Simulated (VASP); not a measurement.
Write the native input for VASP 6.6.1 that does the following.

```yaml
Task: relaxation of cell and atoms
Functional: PBE
Potentials_or_basis: VASP PAW PBE potentials, release 64 (Er_3, O), 4f in core
Cutoff: 600 eV
k_mesh: 14 × 14 × 14
Occupations: gaussian, width 0.1 eV
Spin: no spin polarisation
Dipole_correction: no
Mended: yes
Further_INCAR_settings: ALGO = Normal; EDIFF = 1e-07; IBRION = 2; EDIFFG = -0.01; NSW = 100; ISIF = 3
```

The structure of Er2O lies in POSCAR:

```
Er2O
1.0
    0.0000000000      3.0075719155      3.0075719155
    3.0075719155      0.0000000000      3.0075719155
    3.0075719155      3.0075719155      0.0000000000
Er O
2 1
Direct
    0.7500000000      0.7500000000      0.7500000000
    0.2500000000      0.2500000000      0.2500000000
    0.5000000000      0.5000000000      0.5000000000
```

The cell was built from a structure type or drawn by symmetry, and may not be a known phase.

The input as run:

INCAR

```
SYSTEM = Er2O
PREC = Accurate ; ENCUT = 600
EDIFF = 1E-7 ; ISMEAR = 0
SIGMA = 0.1 ; LREAL = .False.
LASPH = .True. ; NELM = 200
ALGO = Normal ; ISIF = 3
LWAVE = .False. ; LCHARG = .False.
GGA = PE ; IBRION = 2
NSW = 100 ; EDIFFG = -0.01
GGA_COMPAT = .False. ; NELMIN = 4
LMAXMIX = 6
```

KPOINTS

```
regular mesh
0
Gamma
  14 14 14
  0 0 0
```

Potentials or basis: VASP PAW PBE potentials, release 64 (Er_3, O), 4f in core.

Run with:

```bash
$ cat potpaw_PBE.64/Er_3/POTCAR potpaw_PBE.64/O/POTCAR > POTCAR
$ mpirun -np 1 vasp_std > vasp.out
```

It gave:

| Quantity | Value |
| --- | --- |
| Relaxed volume | 18.18 Å³/atom |
| Relaxed cell | a = 4.256 Å, b = 4.256 Å, c = 4.256 Å, α = 60.00°, β = 60.00°, γ = 60.00° |
| Space group after relaxing (to 0.1 Å) | Fm-3m (No. 225) |
| Energy gained by relaxing | 0.0 meV/atom |
| Ionic steps | 2 |
| Pressure after relaxing | 0.0 GPa |
| Band gap on the k mesh | zero (bands 12 and 13 overlap by 2.35 eV) |

Caveat: spin-orbit coupling is left out, which moves the levels of the heavy elements; the 4f electrons are frozen in the core, so they carry no moment and show no levels; the run has no spin polarisation, though such a crystal can be magnetic.

It took 2.8 min on 1 thread of Intel(R) Xeon(R) Platinum 8375C CPU @ 2.90GHz (Ice Lake) (shared host), peak memory 0.28 GiB.
